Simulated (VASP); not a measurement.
A run of VASP 6.6.1:

INCAR

```
ALGO = Normal
EDIFF = 1E-6
ENCUT = 520
GGA = PS
ISIF = 2
ISMEAR = 0
LASPH = T
LCHARG = F
LREAL = F
LWAVE = F
NBANDS = 64
NELM = 80
PREC = Accurate
SIGMA = 0.05
```

KPOINTS

```
k-points
0
Gamma
  6 6 6
```

Contents of POSCAR:

```
SnO2
1.0
    3.1002707489      1.7899421515      5.1137932579
   -3.1002707489      1.7899421515      5.1137932579
    0.0000000000     -3.5798843028      5.1137932580
Sn O
4 8
Direct
    0.8646807174      0.8646807174      0.8646807174
    0.3648245829      0.3648245829      0.8648190111
    0.3648245829      0.8648190111      0.3648245829
    0.8648190111      0.3648245829      0.3648245829
    0.1235003534      0.6233501671      0.6233501671
    0.6233501671      0.1235003534      0.6233501671
    0.6233501671      0.6233501671      0.1235003534
    0.6062113146      0.6062113146      0.6062113146
    0.1234715296      0.1234715296      0.1234715296
    0.1060883083      0.1060883083      0.6062369573
    0.1060883083      0.6062369573      0.1060883083
    0.6062369573      0.1060883083      0.1060883083
```

Potentials or basis: VASP PAW PBE potentials, release 64 (Sn_d, O).

Command:

```bash
$ cat potpaw_PBE.64/Sn_d/POTCAR potpaw_PBE.64/O/POTCAR > POTCAR
$ mpirun -np 1 vasp_std > vasp.out
```

Hardware: 1 thread of Intel(R) Xeon(R) 6975P-C (Granite Rapids) (shared host).

Question: Estimate the wall time of this run.

Answer: Run time: 3.4 min on 1 thread of Intel(R) Xeon(R) 6975P-C (Granite Rapids) (shared host), peak memory 0.47 GiB. Counts: scf iterations 14, k points 32.
